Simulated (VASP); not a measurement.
# GaP (F-43m) in VASP: notebook

Runs on GaP. Level: PBEsol. Tasks: single point.

Program: VASP 6.6.1. These are calculated values, not measurements. Logs are shortened: lines on timing, memory, paths and dates and some standing lists are left out, and cuts for length are marked.

## 1. The cell of the first run

It takes space group F-43m (No. 216, cubic). The conventional cell has a = 5.452 Å, b = 5.452 Å, c = 5.452 Å, α = 90.00°, β = 90.00°, γ = 90.00°. Ga (site symmetry -43m) has 4 P at 2.36 Å within 3.1 Å. Within 3.1 Å of P (site symmetry -43m) lie 4 Ga at 2.36 Å.

## 2. Single point, PBEsol

INCAR

```
SYSTEM = GaP
PREC = Accurate ; ENCUT = 500
EDIFF = 1E-6 ; ISMEAR = 0
SIGMA = 0.1 ; LREAL = .False.
LASPH = .True. ; NELM = 120
ALGO = Normal ; ISIF = 2
LWAVE = .False. ; LCHARG = .False.
GGA = PS ; NBANDS = 16
GGA_COMPAT = .False.
```

KPOINTS

```
Automatic mesh
0
Gamma
  6 6 6
  0 0 0
```

POSCAR

```
GaP
1.0
    0.0000000000      2.7258124900      2.7258124900
    2.7258124900      0.0000000000      2.7258124900
    2.7258124900      2.7258124900      0.0000000000
Ga P
1 1
Direct
    0.0000000000      0.0000000000      0.0000000000
    0.7500000000      0.7500000000      0.7500000000
```

Potentials or basis: VASP PAW PBE potentials, release 64 (Ga_d, P).

On the command line:

```
$ cat potpaw_PBE.64/Ga_d/POTCAR potpaw_PBE.64/P/POTCAR > POTCAR
$ mpirun -np 1 vasp_std > vasp.out
```

OUTCAR:

```text
SYSTEM = GaP
   PREC = Accurate
   ENCUT = 500
   EDIFF = 1E-6
   ISMEAR = 0
   LREAL = .False.
   LASPH = .True.
   NELM = 120
   ISIF = 2
   GGA = PS

 ion  position               nearest neighbor table
   1  0.000  0.000  0.000-   2 2.36   2 2.36   2 2.36   2 2.36
   2  0.750  0.750  0.750-   1 2.36   1 2.36   1 2.36   1 2.36

  LATTYP: Found a face centered cubic cell.
 ALAT       =     5.4516249800

  Lattice vectors:

 A1 = (   0.0000000000,   2.7258124900,   2.7258124900)
 A2 = (   2.7258124900,   0.0000000000,   2.7258124900)
 A3 = (   2.7258124900,   2.7258124900,   0.0000000000)

Analysis of symmetry for initial positions (statically):
=====================================================================
 Subroutine PRICEL returns:
 Original cell was already a primitive cell.

 Routine SETGRP: Setting up the symmetry group for a
 face centered cubic supercell.

 Subroutine GETGRP returns: Found 24 space group operations
 (whereof 24 operations were pure point group operations)
 out of a pool of 48 trial point group operations.

The static configuration has the point symmetry T_d .

Analysis of symmetry for dynamics (positions and initial velocities):
=====================================================================
 Subroutine PRICEL returns:
 Original cell was already a primitive cell.

 Routine SETGRP: Setting up the symmetry group for a
 face centered cubic supercell.

 Subroutine GETGRP returns: Found 24 space group operations
 (whereof 24 operations were pure point group operations)
 out of a pool of 48 trial point group operations.

The dynamic configuration has the point symmetry T_d .

 Subroutine INISYM returns: Found 24 space group operations
 (whereof 24 operations are pure point group operations),
 and found     1 'primitive' translations

----------------------------------------------------------------------------------------

                                     Primitive cell

  volume of cell :      40.5059

  direct lattice vectors                    reciprocal lattice vectors
     0.000000000  2.725812490  2.725812490    -0.183431546  0.183431546  0.183431546
     2.725812490  0.000000000  2.725812490     0.183431546 -0.183431546  0.183431546
     2.725812490  2.725812490  0.000000000     0.183431546  0.183431546 -0.183431546

  length of vectors
     3.854880992  3.854880992  3.854880992     0.317712758  0.317712758  0.317712758

  position of ions in fractional coordinates (direct lattice)
     0.000000000  0.000000000  0.000000000
     0.750000000  0.750000000  0.750000000

  ion indices of the primitive-cell ions
   primitive index   ion index
                 1           1
                 2           2

----------------------------------------------------------------------------------------

 KPOINTS: Automatic mesh

Automatic generation of k-mesh.
 Grid dimensions read from file:
 generate k-points for:    6    6    6

 Generating k-lattice:

  Cartesian coordinates                     Fractional coordinates (reciprocal lattice)
    -0.030571924  0.030571924  0.030571924     0.166666667  0.000000000  0.000000000
     0.030571924 -0.030571924  0.030571924     0.000000000  0.166666667  0.000000000
     0.030571924  0.030571924 -0.030571924     0.000000000  0.000000000  0.166666667

  Length of vectors
     0.052952126  0.052952126  0.052952126

  Shift w.r.t. Gamma in fractional coordinates (k-lattice)
     0.000000000  0.000000000  0.000000000

 Subroutine IBZKPT returns following result:
 ===========================================

 Found     16 irreducible k-points:

 Following reciprocal coordinates:
            Coordinates               Weight
  0.000000  0.000000  0.000000      1.000000
  0.166667  0.000000  0.000000      8.000000
  0.333333  0.000000  0.000000      8.000000
  0.500000  0.000000  0.000000      4.000000
  0.166667  0.166667  0.000000      6.000000
  0.333333  0.166667  0.000000     24.000000
[... 8 lines left out ...]
 -0.333333  0.333333  0.166667     24.000000
 -0.333333  0.500000  0.166667     12.000000
   k-points           NKPTS =     16   k-points in BZ     NKDIM =     16   number of bands    NBANDS=     16
   number of dos      NEDOS =    301   number of ions     NIONS =      2
   total plane-waves  NPLWV =  21952
   dimension x,y,z NGX =    28 NGY =   28 NGZ =   28
   dimension x,y,z NGXF=    56 NGYF=   56 NGZF=   56
   ions per type =               1   1
   NGX,Y,Z   is equivalent  to a cutoff of  12.08, 12.08, 12.08 a.u.
   NGXF,Y,Z  is equivalent  to a cutoff of  24.15, 24.15, 24.15 a.u.
 SYSTEM =  GaP
   PREC   = accura    normal or accurate (medium, high low for compatibility)
   ISTART =      0    job   : 0-new  1-cont  2-samecut
   ICHARG =      2    charge: 1-file 2-atom 10-const
   ISPIN  =      1    spin polarized calculation?
   LNONCOLLINEAR =      F non collinear calculations
   LSORBIT =      F    spin-orbit coupling
   LASPH  =      T    aspherical Exc in radial PAW
   ENCUT  =  500.0 eV  36.75 Ry    6.06 a.u.   7.03  7.03  7.03*2*pi/ulx,y,z
   NELM   =    120;   NELMIN=  2; NELMDL= -5     # of ELM steps
   EDIFF  = 0.1E-05   stopping-criterion for ELM
   LREAL  =      F    real-space projection
   EDIFFG = 0.1E-04   stopping-criterion for IOM
   NSW    =      0    number of steps for IOM
   IBRION =     -1    ionic relax: 0-MD 1-quasi-New 2-CG
   NFREE  =      0    steps in history (QN), initial steepest desc. (CG)
   ISIF   =      2    stress and relaxation
   ISYM   =      2    0-nonsym 1-usesym 2-fastsym
   POTIM  = 0.5000    time-step for ionic-motion
   TEBEG  =    0.0;   TEEND  =   0.0 temperature during run
   PSTRESS=    0.0 pullay stress
   NELECT =      18.0000    total number of electrons
   NUPDOWN=      -1.0000    fix difference up-down
   EMIN   =  10.00;   EMAX   =-10.00  energy-range for DOS
   EFERMI =   0.00;   METHOD = LEGACY
   ISMEAR =     0;   SIGMA  =   0.10  broadening in eV -4-tet -1-fermi 0-gaus
   EFERMI_NEDOS =   21; number of points for ismear=-14 and -15
   IALGO  =     38    algorithm
   IMIX   =      4    mixing-type and parameters
     AMIX     =   0.40;   BMIX     =  1.00
     AMIX_MAG =   1.60;   BMIX_MAG =  1.00
  volume/ion in A,a.u.               =      20.25       136.67
  Fermi-wavevector in a.u.,A,eV,Ry     =   1.249280  2.360796 21.234610  1.560700
  Thomas-Fermi vector in A             =   2.383328
   LORBIT       =      0    0 simple, 1 ext, 2 COOP (PROOUT), +10 PAW based schemes
   GGA     = PS    functional components
   LHFCALC =     F    Hartree Fock is set to
   AEXX    =    0.0000 exact exchange contribution
   IVDW    =     0    specifies the selected vdW correction
   LEPSILON=     F    determine dielectric tensor
   LRPA    =     F    only Hartree local field effects (RPA)
 non-spin polarized calculation
 Gauss-broadening in eV      SIGMA  =   0.10
  energy-cutoff  :      500.00
  volume of cell :       40.51
 maximum number of plane-waves:      1056
   NGX = 13   NGY = 13   NGZ = 13

 number of electron      18.0000016 magnetization

 Free energy of the ion-electron system (eV)
  ---------------------------------------------------
  ext. energy  EPLUGINS =         0.00000000
  ---------------------------------------------------
  free energy    TOTEN  =        -9.90553930 eV

  energy without entropy =       -9.90553930  energy(sigma->0) =       -9.90553930

 E-fermi :   5.0129     XC(G=0): -10.0159

 val. band max:        4.5691629621   @ k =   0.0000   0.0000   0.0000
 cond. band min:       6.0823683904   @ k =   0.5000   0.5000   0.0000
 fundamental gap:      1.5132054283
 Fermi energy:         5.0128628131

 k-point     1 :       0.0000    0.0000    0.0000
  band No.  band energies     occupation
      1      -9.9781      2.00000
      2      -9.9781      2.00000
      3      -9.9781      2.00000
      4      -9.8779      2.00000
      5      -9.8779      2.00000
      6      -7.9517      2.00000
[... 8 lines left out ...]
     15      14.3362      0.00000
     16      14.3362      0.00000

 k-point     2 :       0.1667    0.0000    0.0000
  band No.  band energies     occupation
      1     -10.0012      2.00000
      2      -9.9703      2.00000
      3      -9.9703      2.00000
      4      -9.8778      2.00000
      5      -9.8778      2.00000
      6      -7.5934      2.00000
[... 8 lines left out ...]
     15      13.4749      0.00000
     16      14.4082      0.00000

 k-point     3 :       0.3333    0.0000    0.0000
  band No.  band energies     occupation
      1     -10.0417      2.00000
      2      -9.9576      2.00000
      3      -9.9576      2.00000
      4      -9.8743      2.00000
      5      -9.8743      2.00000
      6      -6.6381      2.00000
[... 8 lines left out ...]
     15      14.1560      0.00000
     16      14.1560      0.00000

 k-point     4 :       0.5000    0.0000    0.0000
  band No.  band energies     occupation
      1     -10.0601      2.00000
      2      -9.9532      2.00000
      3      -9.9532      2.00000
      4      -9.8705      2.00000
      5      -9.8705      2.00000
      6      -5.8624      2.00000
[... 8 lines left out ...]
     15      16.2313      0.00000
     16      16.2313      0.00000
[... 172 lines left out ...]
 k-point    14 :       0.5000    0.3333    0.1667
  band No.  band energies     occupation
      1     -10.0649      2.00000
      2      -9.9437      2.00000
      3      -9.9324      2.00000
      4      -9.8923      2.00000
      5      -9.8670      2.00000
      6      -5.8545      2.00000
[... 8 lines left out ...]
     15      16.3016      0.00000
     16      17.7922      0.00000

 k-point    15 :      -0.3333    0.3333    0.1667
  band No.  band energies     occupation
      1     -10.0710      2.00000
      2      -9.9437      2.00000
      3      -9.9256      2.00000
      4      -9.8889      2.00000
      5      -9.8702      2.00000
      6      -5.1897      2.00000
[... 8 lines left out ...]
     15      16.9752      0.00000
     16      17.2772      0.00000

 k-point    16 :      -0.3333    0.5000    0.1667
  band No.  band energies     occupation
      1     -10.0819      2.00000
      2      -9.9322      2.00000
      3      -9.9177      2.00000
      4      -9.8988      2.00000
      5      -9.8646      2.00000
      6      -4.8797      2.00000
[... 8 lines left out ...]
     15      16.4531      0.00000
     16      18.1475      0.00000

------------------------ aborting loop because EDIFF is reached ----------------------------------------

  FORCE on cell =-STRESS in cart. coord.  units (eV):
  Direction    XX          YY          ZZ          XY          YZ          ZX
  --------------------------------------------------------------------------------------
  -------------------------------------------------------------------------------------
  Total       -0.1711351     -0.1711351     -0.1711351      0.0000000      0.0000000      0.0000000
  in kB       -6.7691142     -6.7691142     -6.7691142      0.0000000      0.0000000      0.0000000
  external PRESSURE =      -6.7691142 kB  Pullay stress =       0.0000000 kB

 VOLUME and BASIS-vectors are now :
 -----------------------------------------------------------------------------
  energy-cutoff  :      500.00
  volume of cell :       40.51
      direct lattice vectors                 reciprocal lattice vectors
     0.000000000  2.725812490  2.725812490    -0.183431546  0.183431546  0.183431546
     2.725812490  0.000000000  2.725812490     0.183431546 -0.183431546  0.183431546
     2.725812490  2.725812490  0.000000000     0.183431546  0.183431546 -0.183431546

 POSITION                                       TOTAL-FORCE (eV/Angst)
 -----------------------------------------------------------------------------------
      0.00000      0.00000      0.00000        -0.000000     -0.000000     -0.000000
      4.08872      4.08872      4.08872         0.000000      0.000000      0.000000
 -----------------------------------------------------------------------------------
    total drift:                               -0.000001     -0.000001     -0.000001

  FREE ENERGIE OF THE ION-ELECTRON SYSTEM (eV)
  ---------------------------------------------------
  free  energy   TOTEN  =        -9.9055393040 eV

  energy  without entropy=       -9.9055393040  energy(sigma->0) =       -9.90553930
```

Wall time 9.7 s (1 thread of Intel Xeon Platinum 8259CL at 2.50GHz (Skylake/Cascade Lake), shared host); peak memory 0.15 GiB.

What came out:

```
Free energy            : -9.9055 eV
Pressure               : -0.7 GPa
Band gap on the k mesh : 1.51 eV (least direct gap 1.74 eV)
```

Caveat: the PAW data sets were made with another functional, which shifts forces and pressure a little.

## 3. Single point, PBEsol

This run uses another cell than the first one, of 20.11 Å³/atom.

INCAR

```
SYSTEM = GaP
  PREC = Accurate
  ENCUT = 500
  EDIFF = 1E-6
  ISMEAR = 0
  SIGMA = 0.02
  LREAL = .FALSE.
  LASPH = .TRUE.
  NELM = 120
  ALGO = Normal
  ISIF = 2
  LWAVE = .FALSE.
  LCHARG = .TRUE.
  GGA = PS
  LELF = .TRUE.
  LVHAR = .TRUE.
  NBANDS = 16
  GGA_COMPAT = .FALSE.
```

KPOINTS

```
regular mesh
0
G
  8 8 8
  0 0 0
```

POSCAR

```
GaP
1.0
    0.0000000000      2.7192244449      2.7192244449
    2.7192244449      0.0000000000      2.7192244449
    2.7192244449      2.7192244449      0.0000000000
Ga P
1 1
Direct
    0.0000000000      0.0000000000      0.0000000000
    0.7500000000      0.7500000000      0.7500000000
```

Potentials or basis: VASP PAW PBE potentials, release 64 (Ga_d, P).

On the command line:

```
$ cat potpaw_PBE.64/Ga_d/POTCAR potpaw_PBE.64/P/POTCAR > POTCAR
$ mpirun -np 1 vasp_std > vasp.out
```

OUTCAR:

```text
SYSTEM = GaP
   PREC = Accurate
   ENCUT = 500
   EDIFF = 1E-6
   ISMEAR = 0
   LREAL = .FALSE.
   LASPH = .TRUE.
   NELM = 120
   ISIF = 2
   GGA = PS

 ion  position               nearest neighbor table
   1  0.000  0.000  0.000-   2 2.35   2 2.35   2 2.35   2 2.35
   2  0.750  0.750  0.750-   1 2.35   1 2.35   1 2.35   1 2.35

  LATTYP: Found a face centered cubic cell.
 ALAT       =     5.4384488898

  Lattice vectors:

 A1 = (   0.0000000000,   2.7192244449,   2.7192244449)
[... 641 lines left out ...]

------------------------ aborting loop because EDIFF is reached ----------------------------------------

  FORCE on cell =-STRESS in cart. coord.  units (eV):
  Direction    XX          YY          ZZ          XY          YZ          ZX
  --------------------------------------------------------------------------------------
  -------------------------------------------------------------------------------------
  Total       -0.0247649     -0.0247649     -0.0247649      0.0000000     -0.0000000      0.0000000
  in kB       -0.9866917     -0.9866917     -0.9866917      0.0000000     -0.0000000      0.0000000
  external PRESSURE =      -0.9866917 kB  Pullay stress =       0.0000000 kB

 VOLUME and BASIS-vectors are now :
 -----------------------------------------------------------------------------
  energy-cutoff  :      500.00
  volume of cell :       40.21
      direct lattice vectors                 reciprocal lattice vectors
     0.000000000  2.719224445  2.719224445    -0.183875958  0.183875958  0.183875958
     2.719224445  0.000000000  2.719224445     0.183875958 -0.183875958  0.183875958
     2.719224445  2.719224445  0.000000000     0.183875958  0.183875958 -0.183875958

 POSITION                                       TOTAL-FORCE (eV/Angst)
 -----------------------------------------------------------------------------------
      0.00000      0.00000      0.00000         0.000000      0.000000      0.000000
      4.07884      4.07884      4.07884        -0.000000     -0.000000     -0.000000
 -----------------------------------------------------------------------------------
    total drift:                               -0.000001     -0.000001     -0.000001

  FREE ENERGIE OF THE ION-ELECTRON SYSTEM (eV)
  ---------------------------------------------------
  free  energy   TOTEN  =        -9.9210180714 eV

  energy  without entropy=       -9.9210180714  energy(sigma->0) =       -9.92101807
```

OSZICAR:

```text
N       E                     dE             d eps       ncg     rms          rms(c)
DAV:   1     0.805073902343E+02    0.80507E+02   -0.87933E+03   952   0.160E+03
DAV:   2    -0.386670028936E+01   -0.84374E+02   -0.80493E+02  1064   0.317E+02
DAV:   3    -0.101036756226E+02   -0.62370E+01   -0.62154E+01  1152   0.659E+01
DAV:   4    -0.102065326216E+02   -0.10286E+00   -0.10284E+00  1144   0.902E+00
DAV:   5    -0.102084989605E+02   -0.19663E-02   -0.19661E-02  1224   0.107E+00    0.415E+00
DAV:   6    -0.996238238932E+01    0.24612E+00   -0.35079E-01  1408   0.114E+01    0.264E+00
DAV:   7    -0.992361161426E+01    0.38771E-01   -0.81320E-02  1304   0.222E+00    0.987E-01
DAV:   8    -0.992081800745E+01    0.27936E-02   -0.12002E-02  1096   0.127E+00    0.181E-01
DAV:   9    -0.992096725319E+01   -0.14925E-03   -0.99615E-04  1368   0.419E-01    0.617E-02
DAV:  10    -0.992099169184E+01   -0.24439E-04   -0.60333E-05  1368   0.859E-02    0.269E-02
DAV:  11    -0.992101817064E+01   -0.26479E-04   -0.27491E-05  1080   0.522E-02    0.654E-03
DAV:  12    -0.992101807144E+01    0.99198E-07   -0.88918E-07   904   0.103E-02
   1 F= -.99210181E+01 E0= -.99210181E+01  d E =-.238009E-20
```

Wall time 15 s (1 thread of Intel Xeon Platinum 8259CL at 2.50GHz (Skylake/Cascade Lake), shared host); peak memory 0.15 GiB.

Results:

* Free energy: -9.9210 eV
* Pressure: -0.1 GPa
* Band gap on the k mesh: 1.50 eV (least direct gap 1.80 eV)

Caveat: the PAW data sets were made with another functional, which shifts forces and pressure a little.

## 4. Single point, PBEsol

This run uses another cell than the first one, of 20.11 Å³/atom.

INCAR

```
SYSTEM = GaP
ALGO     = Normal         ! electronic algorithm
EDIFF    = 1E-6           ! SCF threshold, eV
ENCUT    = 500            ! plane-wave cutoff, eV
GGA      = PS             ! functional
GGA_COMPAT= .False.      
ISIF     = 2              ! what is computed and relaxed
ISMEAR   = 0              ! smearing method
LASPH    = .True.         ! aspherical terms in the spheres
LCHARG   = .True.         ! write CHGCAR
LELF     = .True.         ! ELF
LREAL    = .False.        ! projectors in reciprocal space
LVHAR    = .True.       
LWAVE    = .False.        ! write WAVECAR
NBANDS   = 16             ! bands
NELM     = 120            ! most SCF steps
PREC     = Accurate       ! precision mode
SIGMA    = 0.02           ! smearing width, eV
```

KPOINTS

```
k-points
0
Gamma
  10 10 10
  0 0 0
```

POSCAR is that of step 3.

On the command line:

```
$ cat potpaw_PBE.64/Ga_d/POTCAR potpaw_PBE.64/P/POTCAR > POTCAR
$ mpirun -np 1 vasp_std > vasp.out
```

It took 23 s on 1 thread of Intel Xeon Platinum 8259CL at 2.50GHz (Skylake/Cascade Lake), shared host; peak memory 0.17 GiB.

The run converged. Its results:

- Free energy: -9.9232 eV
- Pressure: -0.1 GPa
- Band gap on the k mesh: 1.47 eV (least direct gap 1.81 eV)

Levels at points of the mesh, in eV from the valence-band top:
| k point | band 6 | band 7 | band 8 | band 9 | band 10 | band 11 | band 12 | band 13 |
| --- | --- | --- | --- | --- | --- | --- | --- | --- |
| (0.00, 0.00, 0.00) | -12.57 | 0.00 | 0.00 | 0.00 | 1.81 | 3.83 | 3.83 | 3.83 |
| (0.50, 0.00, 0.00) | -10.46 | -6.73 | -1.14 | -1.14 | 1.61 | 4.65 | 4.65 | 8.10 |
| (0.50, 0.50, 0.00) | -9.54 | -6.84 | -2.74 | -2.74 | 1.50 | 1.71 | 10.60 | 10.60 |

Caveat: the PAW data sets were made with another functional, which shifts forces and pressure a little. A k mesh can miss the band edges.

## 5. Summary

| cell | k mesh | smearing | gap on the mesh (eV) | pressure (GPa) |
| --- | --- | --- | --- | --- |
| a = 3.855 Å, angles 60.0°, 2 atoms | 6 × 6 × 6 | gaussian 0.1 eV | 1.51 | -0.7 |
| a = 3.846 Å, angles 60.0°, 2 atoms | 8 × 8 × 8 | gaussian 0.02 eV | 1.50 | -0.1 |
| a = 3.846 Å, angles 60.0°, 2 atoms | 10 × 10 × 10 | gaussian 0.02 eV | 1.47 | -0.1 |

Alike in all rows: task single point; level PBEsol; potentials or basis VASP PAW PBE potentials, release 64 (Ga_d, P); no spin polarisation; cutoff (eV) 500.

Caveats: the PAW data sets were made with another functional, which shifts forces and pressure a little.

Absolute energies hang on the potentials; compare differences alone.
